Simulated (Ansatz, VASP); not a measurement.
One calculation of CdSe, two programs

The input INCAR:

```
SYSTEM = CdSe
PREC = Accurate
ENCUT = 520
EDIFF = 1E-8
ISMEAR = -1
SIGMA = 0.03
LREAL = .FALSE.
LASPH = .TRUE.
NELM = 60
ALGO = Normal
ISIF = 2
LWAVE = .FALSE.
LCHARG = .FALSE.
GGA = PE
LEFG = .TRUE.
NBANDS = 16
```

Contents of KPOINTS:

```
regular mesh
0
G
  8 8 8
  0 0 0
```

POSCAR

```
CdSe
1.0
    0.0000000000      3.0287759606      3.0287759606
    3.0287759606      0.0000000000      3.0287759606
    3.0287759606      3.0287759606      0.0000000000
Cd Se
1 1
Direct
    0.0000000000      0.0000000000      0.0000000000
    0.2500000000      0.2500000000      0.2500000000
```

Input for Ansatz:

```yaml
crystal:
  lattice:
    - [0.0, 3.0287759606, 3.0287759606]
    - [3.0287759606, 0.0, 3.0287759606]
    - [3.0287759606, 3.0287759606, 0.0]
  atoms:
    - { symbol: Cd, position: [0.0, 0.0, 0.0] }
    - { symbol: Se, position: [0.25, 0.25, 0.25] }
kpoints:
  mp_grid: { grid: [8, 8, 8] }
scf:
  occupations: { method: fermi_dirac, width: 0.03 }
hamiltonian:
  xc: pbe
  pseudopotentials: { kind: all_electron, datasets: crystal }
output:
  forces: true
  stress: true
  eigenvalues: true
  efg: { contact_densities: true }
```

Change from the starting cell: volume scaled by 0.96, crystal datasets.

Alike in both runs: task electric field gradients; functional PBE; k mesh 8 × 8 × 8; occupations fermi-dirac, width 0.03 eV; no spin polarisation.

|  | VASP | Ansatz |
| --- | --- | --- |
| version | VASP 6.6.1 | Ansatz 0.2.0 |
| potentials or method | VASP PAW PBE potentials, release 64 (Cd, Se), cutoff 520 eV | all-electron PAW with datasets made for the crystal, scalar-relativistic |

|  | VASP | Ansatz | Ansatz less VASP |
| --- | --- | --- | --- |
| pressure (GPa) | 3.9 | 3.6 | -0.32 |

Ansatz ran all-electron here, and VASP with PAW potentials.
